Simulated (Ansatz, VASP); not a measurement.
Two plane-wave programs on Cr

```
Cr
1.0
    -2.22012    2.22012    1.20247
     2.22012   -2.22012    1.20247
     2.22012    2.22012   -1.20247
Cr
2
Cartesian
  0.0000 0.0000 0.0000
  0.0000 2.2201 0.6012
```

Alike in both runs: functional PBEsol; k mesh 26 × 26 × 26; occupations gaussian, width 0.1 eV; no spin polarisation.

Ansatz relaxed the structure, and its values are those at the end. VASP's run is a single point on that final structure, the one shown.

```csv
,VASP,Ansatz
version,VASP 6.6.1,Ansatz 0.2.0
potentials or method,"VASP PAW PBE potentials, release 64 (Cr_pv), cutoff 520 eV","scalar-relativistic, plane waves, PAW"
valence electrons in the cell,24,28
```

Ansatz gave:

| Item | Value |
| --- | --- |
| gap on the k mesh at the Fermi level (eV) | none |
| pressure (GPa) | 0.0 |

Question: Which values does VASP return?

Answer: gap on the k mesh at the Fermi level (eV): none; pressure (GPa): -0.3.

VASP's potentials were made for PBE, not for PBEsol. A gap of «none» marks a metal or a gap that the smearing closes. VASP's potentials hold 24 valence electrons a cell and Ansatz's 28, so a difference there can come from the potentials and not from the codes.
